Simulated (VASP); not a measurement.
# BN (P6_3/mmc) in VASP: settings compared, part 2 of 2

VASP 6.6.1.

**5. Single point, PBE**

This run uses another cell than the first one, of 11.44 Å³/atom.

The input, INCAR:

```
SYSTEM = BN
PREC = Accurate
ENCUT = 520
EDIFF = 1E-6
ISMEAR = -1
SIGMA = 0.05
LREAL = .FALSE.
LASPH = .TRUE.
NELM = 100
ALGO = Normal
ISIF = 2
LWAVE = .FALSE.
LCHARG = .FALSE.
GGA = PE
NBANDS = 16
```

The input, KPOINTS:

```
Automatic mesh
0
G
  12 12 4
  0 0 0
```

The input, POSCAR:

```
BN
1.0
    2.5121727769      0.0000000000      0.0000000000
   -1.2560863884      2.1756054435      0.0000000000
    0.0000000000      0.0000000000      8.3705913222
N B
2 2
Direct
    0.6666666667      0.3333333333      0.2500000000
    0.3333333333      0.6666666667      0.7500000000
    0.6666666667      0.3333333333      0.7500000000
    0.3333333333      0.6666666667      0.2500000000
```

Potentials or basis: VASP PAW PBE potentials, release 64 (N, B).

Command:

```bash
$ cat potpaw_PBE.64/N/POTCAR potpaw_PBE.64/B/POTCAR > POTCAR
$ mpirun -np 1 vasp_std > vasp.out
```

OUTCAR:

```text
SYSTEM = BN
   PREC = Accurate
   ENCUT = 520
   EDIFF = 1E-6
   ISMEAR = -1
   LREAL = .FALSE.
   LASPH = .TRUE.
   NELM = 100
   ISIF = 2
   GGA = PE

 ion  position               nearest neighbor table
   1  0.667  0.333  0.250-   4 1.45   4 1.45   4 1.45
   2  0.333  0.667  0.750-   3 1.45   3 1.45   3 1.45
   3  0.667  0.333  0.750-   2 1.45   2 1.45   2 1.45
   4  0.333  0.667  0.250-   1 1.45   1 1.45   1 1.45

  LATTYP: Found a hexagonal cell.
 ALAT       =     2.5121727769
 C/A-ratio  =     3.3320125905

  Lattice vectors:

 A1 = (   2.5121727769,   0.0000000000,   0.0000000000)
 A2 = (  -1.2560863884,   2.1756054435,   0.0000000000)
 A3 = (   0.0000000000,   0.0000000000,   8.3705913222)

Analysis of symmetry for initial positions (statically):
=====================================================================
 Subroutine PRICEL returns:
 Original cell was already a primitive cell.

 Routine SETGRP: Setting up the symmetry group for a
 hexagonal supercell.

 Subroutine GETGRP returns: Found 24 space group operations
 (whereof 12 operations were pure point group operations)
 out of a pool of 24 trial point group operations.

[... 172 lines left out ...]
 fundamental gap:      4.3901988626
 Fermi energy:         1.6567964888

 k-point     1 :       0.0000    0.0000    0.0000
  band No.  band energies     occupation
      1     -17.0487      2.00000
      2     -17.0090      2.00000
      3      -4.9022      2.00000
      4      -4.3117      2.00000
      5      -0.7685      2.00000
      6      -0.7685      2.00000
[... 433 lines left out ...]
      3      -6.2739      2.00000
      4      -6.2696      2.00000
      5      -2.9908      2.00000
      6      -2.9870      2.00000
[... 8 lines left out ...]
     15      15.7865      0.00000
     16      18.0199      0.00000

 [... further k-points ...]

------------------------ aborting loop because EDIFF is reached ----------------------------------------

  FORCE on cell =-STRESS in cart. coord.  units (eV):
  Direction    XX          YY          ZZ          XY          YZ          ZX
  --------------------------------------------------------------------------------------
  -------------------------------------------------------------------------------------
  Total        0.0359434      0.0359434     -0.0219244      0.0000000      0.0000000      0.0000000
  in kB        1.2587636      1.2587636     -0.7678074      0.0000000      0.0000000      0.0000000
  external PRESSURE =       0.5832399 kB  Pullay stress =       0.0000000 kB

 VOLUME and BASIS-vectors are now :
 -----------------------------------------------------------------------------
  energy-cutoff  :      520.00
  volume of cell :       45.75
      direct lattice vectors                 reciprocal lattice vectors
     2.512172777  0.000000000  0.000000000     0.398061793  0.229821083  0.000000000
    -1.256086388  2.175605443  0.000000000     0.000000000  0.459642167  0.000000000
     0.000000000  0.000000000  8.370591322     0.000000000  0.000000000  0.119465873

 POSITION                                       TOTAL-FORCE (eV/Angst)
 -----------------------------------------------------------------------------------
      1.25609      0.72520      2.09265         0.000000      0.000000      0.000000
     -0.00000      1.45040      6.27794        -0.000000      0.000000      0.000000
      1.25609      0.72520      6.27794        -0.000000      0.000000      0.000000
     -0.00000      1.45040      2.09265         0.000000      0.000000      0.000000
 -----------------------------------------------------------------------------------
    total drift:                                0.000000     -0.000000      0.000000

  FREE ENERGIE OF THE ION-ELECTRON SYSTEM (eV)
  ---------------------------------------------------
  free  energy   TOTEN  =       -35.2072639461 eV

  energy  without entropy=      -35.2072639460  energy(sigma->0) =      -35.20726395
```

OSZICAR:

```text
N       E                     dE             d eps       ncg     rms          rms(c)
DAV:   1     0.590843112482E+02    0.59084E+02   -0.77371E+03  1832   0.903E+02
DAV:   2    -0.345167194703E+02   -0.93601E+02   -0.83730E+02  2584   0.216E+02
DAV:   3    -0.388889412843E+02   -0.43722E+01   -0.43478E+01  2392   0.472E+01
DAV:   4    -0.389294117922E+02   -0.40471E-01   -0.40454E-01  2296   0.511E+00
DAV:   5    -0.389299381598E+02   -0.52637E-03   -0.52636E-03  2376   0.555E-01    0.112E+01
DAV:   6    -0.356301980626E+02    0.32997E+01   -0.56144E+00  2320   0.176E+01    0.503E+00
DAV:   7    -0.353127949790E+02    0.31740E+00   -0.60108E-01  2432   0.534E+00    0.316E+00
DAV:   8    -0.352090747601E+02    0.10372E+00   -0.30637E-01  2472   0.350E+00    0.521E-01
DAV:   9    -0.352050912218E+02    0.39835E-02   -0.19165E-02  2064   0.105E+00    0.202E-01
DAV:  10    -0.352070336873E+02   -0.19425E-02   -0.18840E-03  1920   0.335E-01    0.406E-02
DAV:  11    -0.352072504181E+02   -0.21673E-03   -0.19848E-04  2216   0.110E-01    0.320E-02
DAV:  12    -0.352072634592E+02   -0.13041E-04   -0.38250E-05  2048   0.458E-02    0.384E-03
DAV:  13    -0.352072639461E+02   -0.48692E-06   -0.18046E-06  2400   0.102E-02
   1 F= -.35207264E+02 E0= -.35207264E+02  d E =-.285280E-10
```

It took 63 s on 1 thread of Intel Xeon 8259CL, shared host; peak memory 0.18 GiB.

What came out:

```yaml
Free_energy: -35.2073 eV
Pressure: 0.1 GPa
Band_gap_on_the_k_mesh: 4.39 eV (least direct gap 4.66 eV)
```

Stress tensor (GPa, compression positive):
```
 0.13  0.00  0.00
 0.00  0.13  0.00
 0.00  0.00 -0.08
```

Levels at points of the mesh, in eV from the valence-band top:
```
           k point  band 6  band 7  band 8  band 9  band 10  band 11
(0.00, 0.00, 0.00)   -1.35   -1.35   -1.35    4.39     7.73    10.04
(0.50, 0.00, 0.00)   -4.12   -1.01   -0.78    4.58     5.01     9.43
(0.00, 0.00, 0.50)   -1.35   -1.35   -1.35    5.67     5.67    11.51
(0.50, 0.00, 0.50)   -4.12   -0.90   -0.90    4.77     4.77     9.69
```

Caveat: this functional lacks dispersion, which binds the layers, so the pressure and a relaxed spacing across them are unreliable. As with any semilocal functional, this PBE gap is likely too small.

**6. Relaxation of cell and atoms, PBE**

The input, INCAR:

```
ALGO     = Normal         # electronic algorithm
EDIFF    = 1E-6           # SCF threshold, eV
EDIFFG   = -0.01          # ionic threshold
ENCUT    = 600            # plane-wave cutoff, eV
GGA      = PE             # functional
IBRION   = 2              # ionic algorithm
ISIF     = 3              # what is computed and relaxed
ISMEAR   = -1             # smearing method
LASPH    = T              # aspherical terms in the spheres
LCHARG   = F              # write CHGCAR
LREAL    = F              # projectors in reciprocal space
LWAVE    = F              # write WAVECAR
NELM     = 100            # most SCF steps
NSW      = 60             # ionic steps
PREC     = Accurate       # precision mode
SIGMA    = 0.05           # smearing width, eV
```

The input, KPOINTS:

```
k-points
0
Gamma
  12 12 4
```

The input, POSCAR:

```
BN
1.0
    2.4982400000      0.0000000000      0.0000000000
   -1.2491200000      2.1635393048      0.0000000000
    0.0000000000      0.0000000000      6.6357000000
N B
2 2
Direct
    0.6666666667      0.3333333333      0.2500000000
    0.3333333333      0.6666666667      0.7500000000
    0.6666666667      0.3333333333      0.7500000000
    0.3333333333      0.6666666667      0.2500000000
```

Potentials or basis: VASP PAW PBE potentials, release 64 (N, B).

Command:

```bash
$ cat potpaw_PBE.64/N/POTCAR potpaw_PBE.64/B/POTCAR > POTCAR
$ mpirun -np 1 vasp_std > vasp.out
```

Run time: 3.8 min. Hardware: 1 thread of Intel Xeon 8259CL, shared host; peak memory 0.17 GiB.

Results (log left out):

- Free energy: -35.1998 eV
- Relaxed volume: 10.44 Å³/atom
- Relaxed cell: a = 2.512 Å, b = 2.512 Å, c = 7.638 Å, α = 90.00°, β = 90.00°, γ = 120.00°
- Space group after relaxing (to 0.1 Å): P6_3/mmc (No. 194)
- Energy gained by relaxing: 11.6 meV/atom
- Ionic steps: 10
- Pressure after relaxing: 0.0 GPa
- Band gap on the k mesh: 4.47 eV (least direct gap 4.65 eV)

Step by step:
```
step  energy change (eV)  largest force (eV/Å)  pressure (GPa)  volume (Å³)
   1              0.0000                0.0000            4.99        35.87
   2              0.0154                0.0000           -6.41        37.33
   3             -0.0092                0.0000            0.44        36.42
   4             -0.0131                0.0000            0.40        36.66
   5             -0.0231                0.0000            0.34        37.41
   6             -0.0368                0.0000            0.27        38.90
   7             -0.0463                0.0000            0.25        41.87
   8             -0.0463                0.0000            0.26        41.70
   9             -0.0408                0.0000           -2.90        42.31
  10             -0.0464                0.0000            0.00        41.75
```

Final structure:
```yaml
crystal:
  lattice:
    - [2.51228, 0.00000, 0.00000]
    - [-1.25614, 2.17570, 0.00000]
    - [0.00000, 0.00000, 7.63815]
  atoms:
    - { symbol: N, position: [0.66667, 0.33333, 0.25000] }
    - { symbol: N, position: [0.33333, 0.66667, 0.75000] }
    - { symbol: B, position: [0.66667, 0.33333, 0.75000] }
    - { symbol: B, position: [0.33333, 0.66667, 0.25000] }
```

Levels at points of the mesh, in eV from the valence-band top:
| k point | band 6 | band 7 | band 8 | band 9 | band 10 | band 11 |
| --- | --- | --- | --- | --- | --- | --- |
| (0.00, 0.00, 0.00) | -1.35 | -1.34 | -1.34 | 4.62 | 8.68 | 11.50 |
| (0.50, 0.00, 0.00) | -4.11 | -1.12 | -0.68 | 4.47 | 5.17 | 9.40 |
| (0.00, 0.00, 0.50) | -1.34 | -1.34 | -1.34 | 6.27 | 6.27 | 11.52 |
| (0.50, 0.00, 0.50) | -4.11 | -0.90 | -0.90 | 4.75 | 4.75 | 9.73 |

Caveat: the volume moved by over 15 % at a fixed basis, so the end points are rough; this functional lacks dispersion, which binds the layers, so the pressure and a relaxed spacing across them are unreliable. A k mesh can miss the band edges.

**7. Overview**

```csv
task,level,potentials or basis,cell,cutoff (eV),smearing,gap on the mesh (eV),pressure (GPa),relaxed volume (Å³/atom)
relaxation of cell and atoms,revPBE,"VASP PAW PBE potentials, release 64 (N_h, B_h)","relaxed from a = 2.498, b = 2.498, c = 6.636 Å, angles 90.0, 90.0, 120.0°, 4 atoms",910,fermi-dirac 0.05 eV,4.49,0.0,10.09
single point,PBE,"VASP PAW PBE potentials, release 64 (N, B)","a = 2.498, b = 2.498, c = 6.636 Å, angles 90.0, 90.0, 120.0°, 4 atoms",520,gaussian 0.011 eV,4.29,5.2,-
single point,LDA,"VASP PAW LDA potentials, release 64 (N, B)","a = 2.498, b = 2.498, c = 6.636 Å, angles 90.0, 90.0, 120.0°, 4 atoms",520,fermi-dirac 0.05 eV,4.09,-2.5,-
single point,PBE,"VASP PAW PBE potentials, release 64 (N, B)","a = 2.512, b = 2.512, c = 8.371 Å, angles 90.0, 90.0, 120.0°, 4 atoms",520,fermi-dirac 0.05 eV,4.39,0.1,-
relaxation of cell and atoms,PBE,"VASP PAW PBE potentials, release 64 (N, B)","relaxed from a = 2.498, b = 2.498, c = 6.636 Å, angles 90.0, 90.0, 120.0°, 4 atoms",600,fermi-dirac 0.05 eV,4.47,0.0,10.44
```

Alike in all rows: no spin polarisation; k mesh 12 × 12 × 4.

Caveats: this functional lacks dispersion, which binds the layers, so the pressure and a relaxed spacing across them are unreliable (at least some runs); the cutoff is under 1.25 times the usual one of these potentials, so pressure, stress and relaxed cells hold a basis-set (Pulay) error (at least some runs); the PAW data sets were made with another functional, which shifts forces and pressure a little (at least some runs); the cell stands under pressure (at least some runs); the volume moved by over 15 % at a fixed basis, so the end points are rough (at least some runs).

Absolute energies hang on the potentials; compare differences alone.
